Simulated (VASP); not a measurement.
Runs of VASP 6.6.1 on Si. The structure is that of space group Imma (No. 74), or close to it. The cells are those of the table. 

| task | level | potentials or basis | cell | gap on the mesh (eV) | pressure (GPa) | largest force (eV/Å) |
| --- | --- | --- | --- | --- | --- | --- |
| single point | LDA | VASP PAW LDA potentials, release 64 (Si) | a = 3.507 Å, angles 100.2, 95.0, 137.4°, 2 atoms | none | 11.0 | 0.02 |
| single point | PBE | VASP PAW PBE potentials, release 64 (Si) | a = 3.512 Å, angles 100.3, 95.2, 137.0°, 2 atoms | none | 14.1 | (b) |
| single point | PBE | VASP PAW PBE potentials, release 64 (Si) | a = 3.538 Å, angles 100.0, 94.9, 137.8°, 2 atoms | none | 12.3 | 0.02 |
| electric field gradients | PBE | VASP PAW PBE potentials, release 64 (Si) | a = 3.468 Å, angles 100.9, 95.9, 135.0°, 2 atoms | none | (c) | 0.03 |
| electric field gradients | PBE | VASP PAW PBE potentials, release 64 (Si) | a = 3.565 Å, angles 100.2, 95.0, 137.4°, 2 atoms | none | 8.0 | 0.04 |
| electric field gradients | PBE | VASP PAW PBE potentials, release 64 (Si) | a = 3.522 Å, angles 100.5, 95.5, 136.2°, 2 atoms | none | (a) | 0.04 |
| single point | PBE | VASP PAW PBE potentials, release 64 (Si) | a = 3.462, b = 3.462, c = 3.553 Å, angles 100.2, 95.0, 136.8°, 2 atoms | none | 15.7 | - |
| electric field gradients | PBE | VASP PAW PBE potentials, release 64 (Si) | a = 3.576 Å, angles 100.2, 95.0, 137.4°, 2 atoms | none | 6.6 | 0.05 |

Alike in all rows: no spin polarisation; k mesh 16 × 16 × 16; cutoff (eV) 520; smearing fermi-dirac 0.05 eV.

Question: Fill in the values left out.

Answer: (a) 11.3; (b) 0.01; (c) 16.9.

A gap of «none» marks levels without a gap at the run's occupations.
